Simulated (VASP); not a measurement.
# SrO (Fm-3m) in VASP: a series of runs

SrO is run at these levels: PBE; tasks: single point.

All numbers are computed with VASP 6.6.1; they aren't measurements. Logs are shortened: lines on timing, memory, paths and dates and some standing lists are left out, and cuts for length are marked.

## (1) The cell of the first run

Symmetry: Fm-3m, No. 225, cubic system. The conventional cell has a = 5.195 Å, b = 5.195 Å, c = 5.195 Å, α = 90.00°, β = 90.00°, γ = 90.00°. Sr (site symmetry m-3m) has 6 O at 2.60 Å within 3.4 Å. O (site symmetry m-3m) has 6 Sr at 2.60 Å within 3.4 Å.

## (2) Single point, PBE

File INCAR:

```
ALGO = Normal
EDIFF = 1E-6
ENCUT = 520
GGA = PE
ISIF = 2
ISMEAR = 0
LASPH = True
LCHARG = False
LREAL = False
LWAVE = False
NBANDS = 15
NELM = 60
PREC = Accurate
SIGMA = 0.02
```

File KPOINTS:

```
k-points
0
Gamma
  8 8 8
```

File POSCAR:

```
SrO
1.0
    0.0000000000      2.5973730505      2.5973730505
    2.5973730505      0.0000000000      2.5973730505
    2.5973730505      2.5973730505      0.0000000000
Sr O
1 1
Direct
    0.5000000000      0.5000000000      0.5000000000
    0.0000000000      0.0000000000      0.0000000000
```

Potentials or basis: VASP PAW PBE potentials, release 64 (Sr_sv, O).

Command:

```console
> cat potpaw_PBE.64/Sr_sv/POTCAR potpaw_PBE.64/O/POTCAR > POTCAR
> mpirun -np 1 vasp_std > vasp.out
```

OUTCAR:

```text
EDIFF = 1E-6
   ENCUT = 520
   GGA = PE
   ISIF = 2
   ISMEAR = 0
   LASPH = True
   LREAL = False
   NELM = 60
   PREC = Accurate

 ion  position               nearest neighbor table
   1  0.500  0.500  0.500-   2 2.60   2 2.60   2 2.60   2 2.60   2 2.60   2 2.60
   2  0.000  0.000  0.000-   1 2.60   1 2.60   1 2.60   1 2.60   1 2.60   1 2.60

  LATTYP: Found a face centered cubic cell.
 ALAT       =     5.1947461010

  Lattice vectors:

 A1 = (   0.0000000000,   2.5973730505,   2.5973730505)
 A2 = (   2.5973730505,   0.0000000000,   2.5973730505)
 A3 = (   2.5973730505,   2.5973730505,   0.0000000000)

Analysis of symmetry for initial positions (statically):
=====================================================================
 Subroutine PRICEL returns:
 Original cell was already a primitive cell.

 Routine SETGRP: Setting up the symmetry group for a
 face centered cubic supercell.

 Subroutine GETGRP returns: Found 48 space group operations
 (whereof 48 operations were pure point group operations)
 out of a pool of 48 trial point group operations.

The static configuration has the point symmetry O_h .

Analysis of symmetry for dynamics (positions and initial velocities):
=====================================================================
 Subroutine PRICEL returns:
 Original cell was already a primitive cell.

 Routine SETGRP: Setting up the symmetry group for a
 face centered cubic supercell.

 Subroutine GETGRP returns: Found 48 space group operations
 (whereof 48 operations were pure point group operations)
 out of a pool of 48 trial point group operations.

The dynamic configuration has the point symmetry O_h .

 Subroutine INISYM returns: Found 48 space group operations
 (whereof 48 operations are pure point group operations),
 and found     1 'primitive' translations

----------------------------------------------------------------------------------------

                                     Primitive cell

  volume of cell :      35.0456

  direct lattice vectors                    reciprocal lattice vectors
     0.000000000  2.597373050  2.597373050    -0.192502190  0.192502190  0.192502190
     2.597373050  0.000000000  2.597373050     0.192502190 -0.192502190  0.192502190
     2.597373050  2.597373050  0.000000000     0.192502190  0.192502190 -0.192502190

  length of vectors
     3.673240195  3.673240195  3.673240195     0.333423573  0.333423573  0.333423573

  position of ions in fractional coordinates (direct lattice)
     0.500000000  0.500000000  0.500000000
     0.000000000  0.000000000  0.000000000

  ion indices of the primitive-cell ions
   primitive index   ion index
                 1           1
                 2           2

----------------------------------------------------------------------------------------

 KPOINTS: k-points

Automatic generation of k-mesh.
 Grid dimensions read from file:
 generate k-points for:    8    8    8

 Generating k-lattice:

  Cartesian coordinates                     Fractional coordinates (reciprocal lattice)
    -0.024062774  0.024062774  0.024062774     0.125000000  0.000000000  0.000000000
     0.024062774 -0.024062774  0.024062774     0.000000000  0.125000000  0.000000000
     0.024062774  0.024062774 -0.024062774     0.000000000  0.000000000  0.125000000

  Length of vectors
     0.041677947  0.041677947  0.041677947

  Shift w.r.t. Gamma in fractional coordinates (k-lattice)
     0.000000000  0.000000000  0.000000000

 Subroutine IBZKPT returns following result:
 ===========================================

 Found     29 irreducible k-points:

 Following reciprocal coordinates:
            Coordinates               Weight
  0.000000  0.000000  0.000000      1.000000
  0.125000  0.000000  0.000000      8.000000
  0.250000  0.000000  0.000000      8.000000
  0.375000  0.000000  0.000000      8.000000
  0.500000  0.000000  0.000000      4.000000
  0.125000  0.125000  0.000000      6.000000
[... 16 lines left out ...]
  0.500000  0.250000  0.125000     48.000000
 -0.375000  0.250000  0.125000     24.000000
 [... further k-points ...]
   k-points           NKPTS =     29   k-points in BZ     NKDIM =     29   number of bands    NBANDS=     15
   number of dos      NEDOS =    301   number of ions     NIONS =      2
   total plane-waves  NPLWV =  21952
   dimension x,y,z NGX =    28 NGY =   28 NGZ =   28
   dimension x,y,z NGXF=    56 NGYF=   56 NGZF=   56
   ions per type =               1   1
   NGX,Y,Z   is equivalent  to a cutoff of  12.67, 12.67, 12.67 a.u.
   NGXF,Y,Z  is equivalent  to a cutoff of  25.34, 25.34, 25.34 a.u.
 SYSTEM =  unknown system
   PREC   = accura    normal or accurate (medium, high low for compatibility)
   ISTART =      0    job   : 0-new  1-cont  2-samecut
   ICHARG =      2    charge: 1-file 2-atom 10-const
   ISPIN  =      1    spin polarized calculation?
   LNONCOLLINEAR =      F non collinear calculations
   LSORBIT =      F    spin-orbit coupling
   LASPH  =      T    aspherical Exc in radial PAW
   ENCUT  =  520.0 eV  38.22 Ry    6.18 a.u.   6.83  6.83  6.83*2*pi/ulx,y,z
   NELM   =     60;   NELMIN=  2; NELMDL= -5     # of ELM steps
   EDIFF  = 0.1E-05   stopping-criterion for ELM
   LREAL  =      F    real-space projection
   EDIFFG = 0.1E-04   stopping-criterion for IOM
   NSW    =      0    number of steps for IOM
   IBRION =     -1    ionic relax: 0-MD 1-quasi-New 2-CG
   NFREE  =      0    steps in history (QN), initial steepest desc. (CG)
   ISIF   =      2    stress and relaxation
   ISYM   =      2    0-nonsym 1-usesym 2-fastsym
   POTIM  = 0.5000    time-step for ionic-motion
   TEBEG  =    0.0;   TEEND  =   0.0 temperature during run
   PSTRESS=    0.0 pullay stress
   NELECT =      16.0000    total number of electrons
   NUPDOWN=      -1.0000    fix difference up-down
   EMIN   =  10.00;   EMAX   =-10.00  energy-range for DOS
   EFERMI =   0.00;   METHOD = LEGACY
   ISMEAR =     0;   SIGMA  =   0.02  broadening in eV -4-tet -1-fermi 0-gaus
   EFERMI_NEDOS =   21; number of points for ismear=-14 and -15
   IALGO  =     38    algorithm
   IMIX   =      4    mixing-type and parameters
     AMIX     =   0.40;   BMIX     =  1.00
     AMIX_MAG =   1.60;   BMIX_MAG =  1.00
  volume/ion in A,a.u.               =      17.52       118.25
  Fermi-wavevector in a.u.,A,eV,Ry     =   1.260580  2.382151 21.620509  1.589063
  Thomas-Fermi vector in A             =   2.394083
   LORBIT       =      0    0 simple, 1 ext, 2 COOP (PROOUT), +10 PAW based schemes
   GGA     = PE    functional components
   LHFCALC =     F    Hartree Fock is set to
   AEXX    =    0.0000 exact exchange contribution
   IVDW    =     0    specifies the selected vdW correction
   LEPSILON=     F    determine dielectric tensor
   LRPA    =     F    only Hartree local field effects (RPA)
 non-spin polarized calculation
 Gauss-broadening in eV      SIGMA  =   0.02
  energy-cutoff  :      520.00
  volume of cell :       35.05
 maximum number of plane-waves:       960
   NGX = 13   NGY = 13   NGZ = 13

 number of electron      16.0000000 magnetization

 Free energy of the ion-electron system (eV)
  ---------------------------------------------------
  ext. energy  EPLUGINS =         0.00000000
  ---------------------------------------------------
  free energy    TOTEN  =       -12.05464234 eV

  energy without entropy =      -12.05464234  energy(sigma->0) =      -12.05464234

 E-fermi :   1.7299     XC(G=0):  -9.8827

 val. band max:        1.5212580890   @ k =   0.0000   0.0000   0.0000
 cond. band min:       4.8014122979   @ k =   0.5000   0.5000   0.0000
 fundamental gap:      3.2801542089
 Fermi energy:         1.7298717321

 k-point     1 :       0.0000    0.0000    0.0000
  band No.  band energies     occupation
      1     -30.9769      2.00000
      2     -13.5304      2.00000
      3     -12.6450      2.00000
      4     -12.6450      2.00000
      5     -12.6450      2.00000
      6       1.5213      2.00000
      7       1.5213      2.00000
      8       1.5213      2.00000
      9       5.2891      0.00000
     10       7.6632      0.00000
     11       7.6632      0.00000
     12       7.6632      0.00000
     13       9.7623      0.00000
     14       9.7623      0.00000
     15      14.0811      0.00000

 k-point     2 :       0.1250    0.0000    0.0000
  band No.  band energies     occupation
      1     -30.9595      2.00000
      2     -13.9031      2.00000
      3     -12.6564      2.00000
      4     -12.6564      2.00000
      5     -12.3159      2.00000
      6       1.0766      2.00000
      7       1.3351      2.00000
      8       1.3351      2.00000
      9       5.9760      0.00000
     10       7.5158      0.00000
     11       7.9583      0.00000
     12       7.9583      0.00000
     13      10.1490      0.00000
     14      10.1490      0.00000
     15      15.0432      0.00000

 k-point     3 :       0.2500    0.0000    0.0000
  band No.  band energies     occupation
      1     -30.9172      2.00000
      2     -14.4554      2.00000
      3     -12.6836      2.00000
      4     -12.6836      2.00000
      5     -11.8692      2.00000
      6       0.2735      2.00000
      7       0.9319      2.00000
      8       0.9319      2.00000
      9       7.3703      0.00000
     10       7.5571      0.00000
     11       8.7574      0.00000
     12       8.7574      0.00000
     13      11.1193      0.00000
     14      11.1193      0.00000
     15      16.9375      0.00000
[... 343 lines left out ...]
 k-point    23 :       0.5000    0.2500    0.1250
  band No.  band energies     occupation
      1     -30.8524      2.00000
      2     -14.6382      2.00000
      3     -12.9748      2.00000
      4     -12.8032      2.00000
      5     -11.8297      2.00000
      6       0.0165      2.00000
      7       0.6278      2.00000
      8       1.0022      2.00000
      9       7.0166      0.00000
     10       8.5127      0.00000
     11      10.2110      0.00000
     12      10.4207      0.00000
     13      12.3247      0.00000
     14      13.2547      0.00000
     15      15.4520      0.00000

 k-point    24 :      -0.3750    0.2500    0.1250
  band No.  band energies     occupation
      1     -30.8382      2.00000
      2     -14.7019      2.00000
      3     -12.9958      2.00000
      4     -12.8512      2.00000
      5     -11.8003      2.00000
      6      -0.0173      2.00000
      7       0.6857      2.00000
      8       0.7493      2.00000
      9       7.7763      0.00000
     10       8.1309      0.00000
     11      10.5729      0.00000
     12      10.8207      0.00000
     13      12.8298      0.00000
     14      14.1279      0.00000
     15      14.4967      0.00000

 [... further k-points ...]

------------------------ aborting loop because EDIFF is reached ----------------------------------------

  FORCE on cell =-STRESS in cart. coord.  units (eV):
  Direction    XX          YY          ZZ          XY          YZ          ZX
  --------------------------------------------------------------------------------------
  -------------------------------------------------------------------------------------
  Total        0.1137756      0.1137756      0.1137756     -0.0000000     -0.0000000      0.0000000
  in kB        5.2014786      5.2014786      5.2014786     -0.0000000     -0.0000000      0.0000000
  external PRESSURE =       5.2014786 kB  Pullay stress =       0.0000000 kB

 VOLUME and BASIS-vectors are now :
 -----------------------------------------------------------------------------
  energy-cutoff  :      520.00
  volume of cell :       35.05
      direct lattice vectors                 reciprocal lattice vectors
     0.000000000  2.597373050  2.597373050    -0.192502190  0.192502190  0.192502190
     2.597373050  0.000000000  2.597373050     0.192502190 -0.192502190  0.192502190
     2.597373050  2.597373050  0.000000000     0.192502190  0.192502190 -0.192502190

 POSITION                                       TOTAL-FORCE (eV/Angst)
 -----------------------------------------------------------------------------------
      2.59737      2.59737      2.59737         0.000000      0.000000      0.000000
      0.00000      0.00000      0.00000        -0.000000     -0.000000     -0.000000
 -----------------------------------------------------------------------------------
    total drift:                                0.000000      0.000000      0.000000

  FREE ENERGIE OF THE ION-ELECTRON SYSTEM (eV)
  ---------------------------------------------------
  free  energy   TOTEN  =       -12.0546423419 eV

  energy  without entropy=      -12.0546423419  energy(sigma->0) =      -12.05464234
```

Wall time 21 s (1 thread of Intel Xeon Platinum 8375C at 2.90GHz (Ice Lake), shared host); peak memory 0.16 GiB.

What came out:

- Free energy: -12.0546 eV
- Pressure: 0.5 GPa
- Band gap on the k mesh: 3.28 eV, indirect (least direct gap 3.39 eV)

A k mesh can miss the band edges. A hybrid or GW would open this gap; PBE tends to underestimate it.

(Part 1 of 2 ends here.)
